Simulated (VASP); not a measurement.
# MgS (I4/mmm) in VASP: further runs, part 2 of 2

VASP 6.6.1.

## 4. Single point, PBEsol (strain +0.025 along x and y, +0.050 along z)

The input, INCAR:

```
SYSTEM = MgS
  PREC = Accurate
  ENCUT = 520
  EDIFF = 1E-6
  ISMEAR = 0
  SIGMA = 0.05
  LREAL = .FALSE.
  LASPH = .TRUE.
  NELM = 100
  ALGO = Normal
  ISIF = 2
  LWAVE = .FALSE.
  LCHARG = .TRUE.
  GGA = PS
  LELF = .TRUE.
  LVHAR = .TRUE.
  NBANDS = 11
```

The input, KPOINTS:

```
regular mesh
0
G
  8 8 8
  0 0 0
```

The input, POSCAR:

```
MgS
1.0
    0.0000000000      2.6666912500      2.7317325000
    2.6666912500      0.0000000000      2.7317325000
    2.6666912500      2.6666912500      0.0000000000
Mg S
1 1
Direct
    0.0000000000      0.0000000000      0.0000000000
    0.5000000000      0.5000000000      0.5000000000
```

Potentials or basis: VASP PAW PBE potentials, release 64 (Mg, S).

Command:

```bash
cat potpaw_PBE.64/Mg/POTCAR potpaw_PBE.64/S/POTCAR > POTCAR
mpirun -np 1 vasp_std > vasp.out
```

OUTCAR:

```text
SYSTEM = MgS
   PREC = Accurate
   ENCUT = 520
   EDIFF = 1E-6
   ISMEAR = 0
   LREAL = .FALSE.
   LASPH = .TRUE.
   NELM = 100
   ISIF = 2
   GGA = PS

 ion  position               nearest neighbor table
   1  0.000  0.000  0.000-   2 2.67   2 2.67   2 2.67   2 2.67   2 2.73   2 2.73
   2  0.500  0.500  0.500-   1 2.67   1 2.67   1 2.67   1 2.67   1 2.73   1 2.73

  LATTYP: Found a body centered tetragonal cell.
 ALAT       =     3.7712709324
 C/A-ratio  =     1.4487065761

  Lattice vectors:

 A1 = (  -2.6666912500,   0.0000000000,   2.7317325000)
 A2 = (   2.6666912500,   0.0000000000,   2.7317325000)
 A3 = (   0.0000000000,   2.6666912500,  -2.7317325000)

Analysis of symmetry for initial positions (statically):
=====================================================================
 Subroutine PRICEL returns:
 Original cell was already a primitive cell.

 Routine SETGRP: Setting up the symmetry group for a
 body centered tetragonal supercell.

 Subroutine GETGRP returns: Found 16 space group operations
 (whereof 16 operations were pure point group operations)
 out of a pool of 16 trial point group operations.

The static configuration has the point symmetry D_4h.

Analysis of symmetry for dynamics (positions and initial velocities):
=====================================================================
 Subroutine PRICEL returns:
 Original cell was already a primitive cell.

 Routine SETGRP: Setting up the symmetry group for a
 body centered tetragonal supercell.

 Subroutine GETGRP returns: Found 16 space group operations
 (whereof 16 operations were pure point group operations)
 out of a pool of 16 trial point group operations.

The dynamic configuration has the point symmetry D_4h.

 Subroutine INISYM returns: Found 16 space group operations
 (whereof 16 operations are pure point group operations),
 and found     1 'primitive' translations

----------------------------------------------------------------------------------------

                                     Primitive cell

  volume of cell :      38.8520

  direct lattice vectors                    reciprocal lattice vectors
     0.000000000  2.666691250  2.731732500    -0.187498272  0.187498272  0.183034027
     2.666691250  0.000000000  2.731732500     0.187498272 -0.187498272  0.183034027
     2.666691250  2.666691250  0.000000000     0.187498272  0.187498272 -0.183034027

  length of vectors
     3.817539086  3.817539086  3.771270932     0.322199719  0.322199719  0.322199719

  position of ions in fractional coordinates (direct lattice)
     0.000000000  0.000000000  0.000000000
     0.500000000  0.500000000  0.500000000

  ion indices of the primitive-cell ions
   primitive index   ion index
                 1           1
                 2           2

----------------------------------------------------------------------------------------

 KPOINTS: regular mesh

Automatic generation of k-mesh.
 Grid dimensions read from file:
 generate k-points for:    8    8    8

 Generating k-lattice:

  Cartesian coordinates                     Fractional coordinates (reciprocal lattice)
    -0.023437284  0.023437284  0.022879253     0.125000000  0.000000000  0.000000000
     0.023437284 -0.023437284  0.022879253     0.000000000  0.125000000  0.000000000
     0.023437284  0.023437284 -0.022879253     0.000000000  0.000000000  0.125000000

  Length of vectors
     0.040274965  0.040274965  0.040274965

  Shift w.r.t. Gamma in fractional coordinates (k-lattice)
     0.000000000  0.000000000  0.000000000

 Subroutine IBZKPT returns following result:
 ===========================================

 Found     59 irreducible k-points:

 Following reciprocal coordinates:
            Coordinates               Weight
  0.000000  0.000000  0.000000      1.000000
  0.125000  0.000000  0.000000      8.000000
  0.250000  0.000000  0.000000      8.000000
  0.375000  0.000000  0.000000      8.000000
  0.500000  0.000000  0.000000      4.000000
  0.125000  0.125000  0.000000      2.000000
[... 16 lines left out ...]
  0.250000  0.000000  0.125000     16.000000
  0.375000  0.000000  0.125000     16.000000
 [... further k-points ...]
   k-points           NKPTS =     59   k-points in BZ     NKDIM =     59   number of bands    NBANDS=     11
   number of dos      NEDOS =    301   number of ions     NIONS =      2
   total plane-waves  NPLWV =  21952
   dimension x,y,z NGX =    28 NGY =   28 NGZ =   28
   dimension x,y,z NGXF=    56 NGYF=   56 NGZF=   56
   ions per type =               1   1
   NGX,Y,Z   is equivalent  to a cutoff of  12.19, 12.19, 12.34 a.u.
   NGXF,Y,Z  is equivalent  to a cutoff of  24.39, 24.39, 24.69 a.u.
 SYSTEM =  MgS
   PREC   = accura    normal or accurate (medium, high low for compatibility)
   ISTART =      0    job   : 0-new  1-cont  2-samecut
   ICHARG =      2    charge: 1-file 2-atom 10-const
   ISPIN  =      1    spin polarized calculation?
   LNONCOLLINEAR =      F non collinear calculations
   LSORBIT =      F    spin-orbit coupling
   LASPH  =      T    aspherical Exc in radial PAW
   ENCUT  =  520.0 eV  38.22 Ry    6.18 a.u.   7.10  7.10  7.01*2*pi/ulx,y,z
   NELM   =    100;   NELMIN=  2; NELMDL= -5     # of ELM steps
   EDIFF  = 0.1E-05   stopping-criterion for ELM
   LREAL  =      F    real-space projection
   EDIFFG = 0.1E-04   stopping-criterion for IOM
   NSW    =      0    number of steps for IOM
   IBRION =     -1    ionic relax: 0-MD 1-quasi-New 2-CG
   NFREE  =      0    steps in history (QN), initial steepest desc. (CG)
   ISIF   =      2    stress and relaxation
   ISYM   =      2    0-nonsym 1-usesym 2-fastsym
   POTIM  = 0.5000    time-step for ionic-motion
   TEBEG  =    0.0;   TEEND  =   0.0 temperature during run
   PSTRESS=    0.0 pullay stress
   NELECT =       8.0000    total number of electrons
   NUPDOWN=      -1.0000    fix difference up-down
   EMIN   =  10.00;   EMAX   =-10.00  energy-range for DOS
   EFERMI =   0.00;   METHOD = LEGACY
   ISMEAR =     0;   SIGMA  =   0.05  broadening in eV -4-tet -1-fermi 0-gaus
   EFERMI_NEDOS =   21; number of points for ismear=-14 and -15
   IALGO  =     38    algorithm
   IMIX   =      4    mixing-type and parameters
     AMIX     =   0.40;   BMIX     =  1.00
     AMIX_MAG =   1.60;   BMIX_MAG =  1.00
  volume/ion in A,a.u.               =      19.43       131.09
  Fermi-wavevector in a.u.,A,eV,Ry     =   0.966719  1.826834 12.715267  0.934546
  Thomas-Fermi vector in A             =   2.096544
   LORBIT       =      0    0 simple, 1 ext, 2 COOP (PROOUT), +10 PAW based schemes
   GGA     = PS    functional components
   LHFCALC =     F    Hartree Fock is set to
   AEXX    =    0.0000 exact exchange contribution
   IVDW    =     0    specifies the selected vdW correction
   LEPSILON=     F    determine dielectric tensor
   LRPA    =     F    only Hartree local field effects (RPA)
 non-spin polarized calculation
 Gauss-broadening in eV      SIGMA  =   0.05
  energy-cutoff  :      520.00
  volume of cell :       38.85
 maximum number of plane-waves:      1058
   NGX = 15   NGY = 15   NGZ = 13

 number of electron       8.0000000 magnetization

 Free energy of the ion-electron system (eV)
  ---------------------------------------------------
  ext. energy  EPLUGINS =         0.00000000
  ---------------------------------------------------
  free energy    TOTEN  =        -8.97253123 eV

  energy without entropy =       -8.97253123  energy(sigma->0) =       -8.97253123

 E-fermi :   3.1317     XC(G=0):  -9.4365

 val. band max:        2.9102487203   @ k =   0.0000   0.0000   0.0000
 cond. band min:       5.3100270259   @ k =   0.5000   0.0000   0.5000
 fundamental gap:      2.3997783055
 Fermi energy:         3.1316654428

 k-point     1 :       0.0000    0.0000    0.0000
  band No.  band energies     occupation
      1      -9.3156      2.00000
      2       2.8097      2.00000
      3       2.8097      2.00000
      4       2.9102      2.00000
      5       5.7216      0.00000
      6      10.5859      0.00000
      7      10.8196      0.00000
      8      10.8196      0.00000
      9      12.8694      0.00000
     10      13.1882      0.00000
     11      14.7055      0.00000
[... 309 lines left out ...]
 k-point    24 :       0.3750    0.0000    0.1250
  band No.  band energies     occupation
      1      -8.4675      2.00000
      2      -0.6281      2.00000
      3       2.0659      2.00000
      4       2.1493      2.00000
      5       7.7337      0.00000
      6       9.2163      0.00000
      7      10.5413      0.00000
      8      10.6874      0.00000
      9      13.4798      0.00000
     10      15.2215      0.00000
     11      15.2992      0.00000

 [... further k-points ...]
[... 5 lines left out ...]
  --------------------------------------------------------------------------------------
  -------------------------------------------------------------------------------------
  Total       -1.6007826     -1.6007826     -1.9085450      0.0000000      0.0000000      0.0000000
  in kB      -66.0129750    -66.0129750    -78.7044592      0.0000000      0.0000000      0.0000000
  external PRESSURE =     -70.2434697 kB  Pullay stress =       0.0000000 kB

 VOLUME and BASIS-vectors are now :
 -----------------------------------------------------------------------------
  energy-cutoff  :      520.00
  volume of cell :       38.85
      direct lattice vectors                 reciprocal lattice vectors
     0.000000000  2.666691250  2.731732500    -0.187498272  0.187498272  0.183034027
     2.666691250  0.000000000  2.731732500     0.187498272 -0.187498272  0.183034027
     2.666691250  2.666691250  0.000000000     0.187498272  0.187498272 -0.183034027

 POSITION                                       TOTAL-FORCE (eV/Angst)
 -----------------------------------------------------------------------------------
      0.00000      0.00000      0.00000         0.000000      0.000000      0.000000
      2.66669      2.66669      2.73173        -0.000000     -0.000000      0.000000
 -----------------------------------------------------------------------------------
    total drift:                                0.000000      0.000000      0.000000

  FREE ENERGIE OF THE ION-ELECTRON SYSTEM (eV)
  ---------------------------------------------------
  free  energy   TOTEN  =        -8.9725312283 eV

  energy  without entropy=       -8.9725312283  energy(sigma->0) =       -8.97253123
```

OSZICAR:

```text
N       E                     dE             d eps       ncg     rms          rms(c)
DAV:   1     0.218106231149E+02    0.21811E+02   -0.36105E+03  1354   0.591E+02
DAV:   2    -0.776188863686E+01   -0.29573E+02   -0.27992E+02  1582   0.960E+01
DAV:   3    -0.937395988160E+01   -0.16121E+01   -0.16087E+01  1597   0.243E+01
DAV:   4    -0.938449436616E+01   -0.10534E-01   -0.10534E-01  1577   0.235E+00
DAV:   5    -0.938459305888E+01   -0.98693E-04   -0.98692E-04  1629   0.225E-01    0.374E+00
DAV:   6    -0.901953304062E+01    0.36506E+00   -0.83750E-01  1474   0.338E+00    0.277E+00
DAV:   7    -0.897677393346E+01    0.42759E-01   -0.18717E-01  1568   0.176E+00    0.179E+00
DAV:   8    -0.897287094438E+01    0.39030E-02   -0.13326E-02  1442   0.661E-01    0.744E-01
DAV:   9    -0.897255138788E+01    0.31956E-03   -0.72651E-04  1505   0.141E-01    0.340E-01
DAV:  10    -0.897252954835E+01    0.21840E-04   -0.16772E-04  1538   0.568E-02    0.450E-02
DAV:  11    -0.897253138816E+01   -0.18398E-05   -0.50999E-06  1557   0.116E-02    0.190E-02
DAV:  12    -0.897253122829E+01    0.15986E-06   -0.13125E-07   892   0.207E-03
   1 F= -.89725312E+01 E0= -.89725312E+01  d E =-.167705E-12
```

stdout:

```text
POSCAR found type information on POSCAR MgS
 POSCAR found :  2 types and       2 ions
 scaLAPACK will be used
 -----------------------------------------------------------------------------
|                                                                             |
|                                                                             |
|     You enforced a specific xc type in the INCAR file but a different       |
|     I HOPE YOU KNOW WHAT YOU ARE DOING!                                     |
|                                                                             |
 -----------------------------------------------------------------------------

 LDA part: xc-table for (Slater+PW92), standard interpolation
 POSCAR, INCAR and KPOINTS ok, starting setup
 FFT: planning ... GRIDC
 FFT: planning ... GRID_SOFT
 FFT: planning ... GRID
 WAVECAR not read
 entering main loop
```

Run time: 9.1 s. Hardware: 1 thread of Intel Xeon 6975P-C (Granite Rapids), shared host; peak memory 0.17 GiB.

What came out:

- Free energy: -8.9725 eV
- Pressure: -7.0 GPa
- Band gap on the k mesh: 2.40 eV, indirect (least direct gap 2.81 eV)

Stress tensor (GPa, compression positive):
```
-6.60  0.00  0.00
 0.00 -6.60  0.00
 0.00  0.00 -7.87
```

Levels at points of the mesh, in eV from the valence-band top:
| k point | band 2 | band 3 | band 4 | band 5 | band 6 | band 7 |
| --- | --- | --- | --- | --- | --- | --- |
| (0.00, 0.00, 0.00) | -0.10 | -0.10 | 0.00 | 2.81 | 7.68 | 7.91 |
| (0.50, 0.00, 0.00) | -4.46 | -0.59 | -0.53 | 4.18 | 6.53 | 6.75 |
| (0.50, 0.50, 0.00) | -3.85 | -1.50 | -1.50 | 2.51 | 4.50 | 10.71 |
| (0.50, 0.00, 0.50) | -3.83 | -1.69 | -1.49 | 2.40 | 4.42 | 10.96 |

Caveat: the cell differs from its parent crystal (strain +0.025 along x and y, +0.050 along z); the PAW data sets were made with another functional, which shifts forces and pressure a little. A k mesh can miss the band edges.

## 5. Single point, PBEsol (strain +0.050 along x and y, +0.025 along z)

The input, INCAR:

```
SYSTEM = MgS
  PREC = Accurate
  ENCUT = 520
  EDIFF = 1E-6
  ISMEAR = 0
  SIGMA = 0.05
  LREAL = .FALSE.
  LASPH = .TRUE.
  NELM = 80
  ALGO = Normal
  ISIF = 2
  LWAVE = .FALSE.
  LCHARG = .FALSE.
  GGA = PS
  NBANDS = 11
```

KPOINTS is that of step 4.

The input, POSCAR:

```
MgS
1.0
    0.0000000000      2.7317325000      2.6666912500
    2.7317325000      0.0000000000      2.6666912500
    2.7317325000      2.7317325000      0.0000000000
Mg S
1 1
Direct
    0.0000000000      0.0000000000      0.0000000000
    0.5000000000      0.5000000000      0.5000000000
```

Command:

```bash
cat potpaw_PBE.64/Mg/POTCAR potpaw_PBE.64/S/POTCAR > POTCAR
mpirun -np 1 vasp_std > vasp.out
```

Run time: 9.3 s. Hardware: 1 thread of Intel Xeon 6975P-C (Granite Rapids), shared host; peak memory 0.17 GiB.

It converged, with:

| Quantity | Value |
| --- | --- |
| Free energy | -8.9278 eV |
| Pressure | -8.1 GPa |
| Band gap on the k mesh | 2.35 eV, indirect (least direct gap 2.68 eV) |

Stress tensor (GPa, compression positive):
```
-8.51  0.00  0.00
 0.00 -8.51  0.00
 0.00  0.00 -7.35
```

Levels at points of the mesh, in eV from the valence-band top:
```csv
k point,band 2,band 3,band 4,band 5,band 6,band 7
"(0.00, 0.00, 0.00)",-0.11,0.00,0.00,2.68,7.79,7.79
"(0.50, 0.00, 0.00)",-4.32,-0.53,-0.48,4.17,6.51,6.75
"(0.50, 0.50, 0.00)",-3.68,-1.55,-1.55,2.35,4.48,10.85
"(0.50, 0.00, 0.50)",-3.70,-1.56,-1.36,2.44,4.56,10.60
```

Caveat: the cell differs from its parent crystal (strain +0.050 along x and y, +0.025 along z); the PAW data sets were made with another functional, which shifts forces and pressure a little.

## 6. The runs side by side

```tsv
cell	gap on the mesh (eV)	pressure (GPa)
a = 3.772, b = 3.772, c = 3.679 Å, angles 60.8, 60.8, 58.4°, 2 atoms	2.42	-4.1
a = 3.726, b = 3.726, c = 3.771 Å, angles 59.6, 59.6, 60.8°, 2 atoms	2.49	-4.4
a = 3.818, b = 3.818, c = 3.771 Å, angles 60.4, 60.4, 59.2°, 2 atoms	2.40	-7.0
a = 3.818, b = 3.818, c = 3.863 Å, angles 59.6, 59.6, 60.8°, 2 atoms	2.35	-8.1
```

Alike in all rows: task single point; level PBEsol; potentials or basis VASP PAW PBE potentials, release 64 (Mg, S); no spin polarisation; k mesh 8 × 8 × 8; cutoff (eV) 520; smearing gaussian 0.05 eV.

Caveats: the PAW data sets were made with another functional, which shifts forces and pressure a little.

Absolute energies hang on the potentials; compare differences alone.
